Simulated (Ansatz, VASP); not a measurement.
## Two plane-wave programs on MoW3

```
CELL_PARAMETERS angstrom
2.63632 0.00000 0.00000
0.00000 2.63632 0.00000
0.00000 0.00000 10.43528
ATOMIC_POSITIONS crystal
Mo 0.00000 0.00000 0.00000
W 0.00000 0.00000 0.75142
W 0.00000 0.00000 0.24858
W 0.00000 0.00000 0.50000
```

Alike in both runs: functional PBE; k mesh 7 × 7 × 3; occupations gaussian, width 0.2 eV; no spin polarisation.

Ansatz relaxed the structure, and its values are those at the end. VASP's run is a single point on that final structure, the one shown.

|  | VASP | Ansatz |
| --- | --- | --- |
| version | VASP 6.6.1 | Ansatz 0.2.0 |
| potentials or method | VASP PAW PBE potentials, release 64 (Mo_sv, W_sv), cutoff 500 eV | scalar-relativistic, plane waves, PAW |
| valence electrons in the cell | 56 | 56 |

|  | VASP | Ansatz | Ansatz less VASP |
| --- | --- | --- | --- |
| gap on the k mesh at the Fermi level (eV) | none | none | - |
| pressure (GPa) | 0.3 | -0.3 | -0.56 |

A gap of «none» marks a metal or a gap that the smearing closes.

Neither program's run includes spin-orbit coupling.
